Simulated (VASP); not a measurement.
# Ta2N (P-3m1) in VASP: further runs, part 2 of 2

VASP 6.6.1. The steps go on from the part before.

## Step 3: Single point, r2SCAN

This run uses another cell than the first one, of 13.35 Å³/atom.

POSCAR reads:

```
Ta2N
1.0
    3.0733181330      0.0000000000      0.0000000000
   -1.5366590665      2.6615715771      0.0000000000
    0.0000000000      0.0000000000      4.8952848135
Ta N
2 1
Direct
    0.6666666667      0.3333333333      0.7429776906
    0.3333333333      0.6666666667      0.2570223094
    0.0000000000      0.0000000000      0.0000000000
```

INCAR.step1 reads:

```
ALGO     = Normal         # electronic algorithm
EDIFF    = 1E-4           # SCF threshold, eV
ENCUT    = 520            # plane-wave cutoff, eV
GGA      = PE             # functional
ISMEAR   = 0              # smearing method
LASPH    = True           # aspherical terms in the spheres
LCHARG   = False          # write CHGCAR
LREAL    = False          # projectors in reciprocal space
LWAVE    = True           # write WAVECAR
NBANDS   = 20             # bands
NELM     = 60             # most SCF steps
PREC     = Accurate       # precision mode
SIGMA    = 0.1            # smearing width, eV
```

INCAR.step2 reads:

```
ALGO     = Normal         # electronic algorithm
EDIFF    = 1E-7           # SCF threshold, eV
ENCUT    = 520            # plane-wave cutoff, eV
ISIF     = 2              # what is computed and relaxed
ISMEAR   = 0              # smearing method
ISTART   = 1            
LASPH    = True           # aspherical terms in the spheres
LCHARG   = True           # write CHGCAR
LELF     = True           # ELF
LMIXTAU  = True         
LREAL    = False          # projectors in reciprocal space
LVHAR    = True         
LWAVE    = False          # write WAVECAR
METAGGA  = R2SCAN         # meta-GGA
NBANDS   = 20             # bands
NELM     = 60             # most SCF steps
PREC     = Accurate       # precision mode
SIGMA    = 0.1            # smearing width, eV
```

KPOINTS reads:

```
k-points
0
Gamma
  18 18 10
```

Potentials or basis: VASP PAW PBE potentials, release 64 (Ta_pv, N).

The run is started by

```bash
cat potpaw_PBE.64/Ta_pv/POTCAR potpaw_PBE.64/N/POTCAR > POTCAR
cp INCAR.step1 INCAR
mpirun -np 1 vasp_std > vasp.out
cp INCAR.step2 INCAR
mpirun -np 1 vasp_std > vasp.out
```

OUTCAR:

```text
EDIFF = 1E-7
   ENCUT = 520
   ISIF = 2
   ISMEAR = 0
   ISTART = 1
   LASPH = True
   LREAL = False
   METAGGA = R2SCAN
   NELM = 60
   PREC = Accurate

 ion  position               nearest neighbor table
   1  0.667  0.333  0.743-   3 2.18   3 2.18   3 2.18   2 2.97   2 2.97   2 2.97   2 3.08   2 3.08
                             2 3.08
   2  0.333  0.667  0.257-   3 2.18   3 2.18   3 2.18   1 2.97   1 2.97   1 2.97   1 3.08   1 3.08
                             1 3.08
   3  0.000  0.000  0.000-   1 2.18   2 2.18   1 2.18   2 2.18   1 2.18   2 2.18

  LATTYP: Found a hexagonal cell.
 ALAT       =     3.0733181330
 C/A-ratio  =     1.5928337392

  Lattice vectors:

 A1 = (   3.0733181330,   0.0000000000,   0.0000000000)
 A2 = (  -1.5366590665,   2.6615715771,   0.0000000000)
 A3 = (   0.0000000000,   0.0000000000,   4.8952848135)

Analysis of symmetry for initial positions (statically):
=====================================================================
 Subroutine PRICEL returns:
 Original cell was already a primitive cell.

 Routine SETGRP: Setting up the symmetry group for a
 hexagonal supercell.

 Subroutine GETGRP returns: Found 12 space group operations
 (whereof 12 operations were pure point group operations)
 out of a pool of 24 trial point group operations.

The static configuration has the point symmetry D_3d.

Analysis of symmetry for dynamics (positions and initial velocities):
=====================================================================
 Subroutine PRICEL returns:
 Original cell was already a primitive cell.

 Routine SETGRP: Setting up the symmetry group for a
 hexagonal supercell.

 Subroutine GETGRP returns: Found 12 space group operations
 (whereof 12 operations were pure point group operations)
 out of a pool of 24 trial point group operations.

The dynamic configuration has the point symmetry D_3d.

 Subroutine INISYM returns: Found 12 space group operations
 (whereof 12 operations are pure point group operations),
 and found     1 'primitive' translations

----------------------------------------------------------------------------------------

                                     Primitive cell

  volume of cell :      40.0427

  direct lattice vectors                    reciprocal lattice vectors
     3.073318133  0.000000000  0.000000000     0.325381219  0.187858934  0.000000000
    -1.536659066  2.661571577  0.000000000     0.000000000  0.375717869  0.000000000
     0.000000000  0.000000000  4.895284813     0.000000000  0.000000000  0.204278206

  length of vectors
     3.073318133  3.073318133  4.895284813     0.375717869  0.375717869  0.204278206

  position of ions in fractional coordinates (direct lattice)
     0.666666667  0.333333333  0.742977691
     0.333333333  0.666666667  0.257022309
     0.000000000  0.000000000  0.000000000

  ion indices of the primitive-cell ions
   primitive index   ion index
                 1           1
                 2           2
                 3           3

----------------------------------------------------------------------------------------

 KPOINTS: k-points

Automatic generation of k-mesh.
 Grid dimensions read from file:
 generate k-points for:   18   18   10

 Generating k-lattice:

  Cartesian coordinates                     Fractional coordinates (reciprocal lattice)
     0.018076734  0.010436607  0.000000000     0.055555556 -0.000000000  0.000000000
     0.000000000  0.020873215  0.000000000     0.000000000  0.055555556  0.000000000
     0.000000000  0.000000000  0.020427821     0.000000000  0.000000000  0.100000000

  Length of vectors
     0.020873215  0.020873215  0.020427821

  Shift w.r.t. Gamma in fractional coordinates (k-lattice)
     0.000000000  0.000000000  0.000000000

 Subroutine IBZKPT returns following result:
 ===========================================

 Found    330 irreducible k-points:

 Following reciprocal coordinates:
            Coordinates               Weight
  0.000000  0.000000  0.000000      1.000000
  0.055556  0.000000  0.000000      6.000000
  0.111111  0.000000  0.000000      6.000000
  0.166667 -0.000000  0.000000      6.000000
  0.222222 -0.000000  0.000000      6.000000
  0.277778  0.000000  0.000000      6.000000
[... 16 lines left out ...]
  0.333333  0.111111  0.000000     12.000000
  0.388889  0.111111  0.000000     12.000000
 [... further k-points ...]
   k-points           NKPTS =    330   k-points in BZ     NKDIM =    330   number of bands    NBANDS=     20
   number of dos      NEDOS =    301   number of ions     NIONS =      3
   total plane-waves  NPLWV =  20736
   dimension x,y,z NGX =    24 NGY =   24 NGZ =   36
   dimension x,y,z NGXF=    48 NGYF=   48 NGZF=   72
   ions per type =               2   1
   NGX,Y,Z   is equivalent  to a cutoff of  12.98, 12.98, 12.23 a.u.
   NGXF,Y,Z  is equivalent  to a cutoff of  25.96, 25.96, 24.45 a.u.
 SYSTEM =  unknown system
   PREC   = accura    normal or accurate (medium, high low for compatibility)
   ISTART =      1    job   : 0-new  1-cont  2-samecut
   ICHARG =      0    charge: 1-file 2-atom 10-const
   ISPIN  =      1    spin polarized calculation?
   LNONCOLLINEAR =      F non collinear calculations
   LSORBIT =      F    spin-orbit coupling
   LASPH  =      T    aspherical Exc in radial PAW
   ENCUT  =  520.0 eV  38.22 Ry    6.18 a.u.   5.71  5.71  9.10*2*pi/ulx,y,z
   NELM   =     60;   NELMIN=  2; NELMDL=  0     # of ELM steps
   EDIFF  = 0.1E-06   stopping-criterion for ELM
   LREAL  =      F    real-space projection
   EDIFFG = 0.1E-05   stopping-criterion for IOM
   NSW    =      0    number of steps for IOM
   IBRION =     -1    ionic relax: 0-MD 1-quasi-New 2-CG
   NFREE  =      0    steps in history (QN), initial steepest desc. (CG)
   ISIF   =      2    stress and relaxation
   ISYM   =      2    0-nonsym 1-usesym 2-fastsym
   POTIM  = 0.5000    time-step for ionic-motion
   TEBEG  =    0.0;   TEEND  =   0.0 temperature during run
   PSTRESS=    0.0 pullay stress
   NELECT =      27.0000    total number of electrons
   NUPDOWN=      -1.0000    fix difference up-down
   EMIN   =  10.00;   EMAX   =-10.00  energy-range for DOS
   EFERMI =   0.00;   METHOD = LEGACY
   ISMEAR =     0;   SIGMA  =   0.10  broadening in eV -4-tet -1-fermi 0-gaus
   EFERMI_NEDOS =   21; number of points for ismear=-14 and -15
   IALGO  =     38    algorithm
   IMIX   =      4    mixing-type and parameters
     AMIX     =   0.40;   BMIX     =  1.00
     AMIX_MAG =   1.60;   BMIX_MAG =  1.00
  volume/ion in A,a.u.               =      13.35        90.07
  Fermi-wavevector in a.u.,A,eV,Ry     =   1.435561  2.712816 28.039353  2.060834
  Thomas-Fermi vector in A             =   2.554846
   LORBIT       =      0    0 simple, 1 ext, 2 COOP (PROOUT), +10 PAW based schemes
   METAGGA = R2SCAN    functional components
   LHFCALC =     F    Hartree Fock is set to
   AEXX    =    0.0000 exact exchange contribution
   IVDW    =     0    specifies the selected vdW correction
   LEPSILON=     F    determine dielectric tensor
   LRPA    =     F    only Hartree local field effects (RPA)
 non-spin polarized calculation
 Gauss-broadening in eV      SIGMA  =   0.10
  energy-cutoff  :      520.00
  volume of cell :       40.04
 maximum number of plane-waves:      1093
 NGX is ok and might be reduce to    24
   NGX = 11   NGY = 11   NGZ = 19

 number of electron      26.9999998 magnetization

 Free energy of the ion-electron system (eV)
  ---------------------------------------------------
  ext. energy  EPLUGINS =         0.00000000
  ---------------------------------------------------
  free energy    TOTEN  =      -109.03592704 eV

  energy without entropy =     -109.03049728  energy(sigma->0) =     -109.03321216

 E-fermi :   7.6789     XC(G=0): -14.0369

 val. band max:        7.6735666626   @ k =   0.1667  -0.0000   0.0000
 cond. band min:       7.6822985990   @ k =   0.1667   0.0556   0.4000
 fundamental gap:      0.0087319364
 Fermi energy:         7.6788515738

 k-point     1 :       0.0000    0.0000    0.0000
  band No.  band energies     occupation
      1     -29.3859      2.00000
      2     -28.5560      2.00000
      3     -28.5560      2.00000
      4     -28.4307      2.00000
      5     -28.4307      2.00000
      6     -28.3523      2.00000
[... 12 lines left out ...]
     19       8.8458      0.00000
[... 513 lines left out ...]
      4     -28.8073      2.00000
      5     -28.5858      2.00000
      6     -28.5722      2.00000
[... 12 lines left out ...]
     19      12.5721      0.00000
     20      12.7760      0.00000

 [... further k-points ...]

------------------------ aborting loop because EDIFF is reached ----------------------------------------

  FORCE on cell =-STRESS in cart. coord.  units (eV):
  Direction    XX          YY          ZZ          XY          YZ          ZX
  --------------------------------------------------------------------------------------
  -------------------------------------------------------------------------------------
  Total        0.2909024      0.2909024      0.2450826     -0.0000000     -0.0000000      0.0000000
  in kB       11.6394980     11.6394980      9.8061698     -0.0000000     -0.0000000      0.0000000
  external PRESSURE =      11.0283886 kB  Pullay stress =       0.0000000 kB

 VOLUME and BASIS-vectors are now :
 -----------------------------------------------------------------------------
  energy-cutoff  :      520.00
  volume of cell :       40.04
      direct lattice vectors                 reciprocal lattice vectors
     3.073318133  0.000000000  0.000000000     0.325381219  0.187858934  0.000000000
    -1.536659066  2.661571577  0.000000000     0.000000000  0.375717869  0.000000000
     0.000000000  0.000000000  4.895284813     0.000000000  0.000000000  0.204278206

 POSITION                                       TOTAL-FORCE (eV/Angst)
 -----------------------------------------------------------------------------------
      1.53666      0.88719      3.63709         0.000000      0.000000     -0.074174
     -0.00000      1.77438      1.25820        -0.000000      0.000000      0.074174
      0.00000      0.00000      0.00000        -0.000000      0.000000      0.000000
 -----------------------------------------------------------------------------------
    total drift:                               -0.000000      0.000000      0.000000

  FREE ENERGIE OF THE ION-ELECTRON SYSTEM (eV)
  ---------------------------------------------------
  free  energy   TOTEN  =      -109.0359270416 eV

  energy  without entropy=     -109.0304972789  energy(sigma->0) =     -109.03321216
```

Run time: 16 min. Hardware: 1 thread of Intel Xeon 8259CL, shared host; peak memory 0.36 GiB.

Results:

```yaml
Free_energy: -109.0359 eV
Pressure: 1.1 GPa
Largest_force: 0.074 eV/Å
Band_gap_on_the_k_mesh: zero (an odd number of electrons rules out a gap without spin polarisation)
```

Forces on the atoms (eV/Å):
```
Ta   0.000  0.000 -0.074
Ta   0.000  0.000  0.074
N    0.000  0.000  0.000
```

Stress tensor (GPa, compression positive):
```
1.16 0.00 0.00
0.00 1.16 0.00
0.00 0.00 0.98
```

Caveat: the PAW data sets were made with another functional, which shifts forces and pressure a little; spin-orbit coupling is left out, which moves the levels of the heavy elements.

The gap in the log of VASP goes by the Fermi energy; the results here count the filled bands.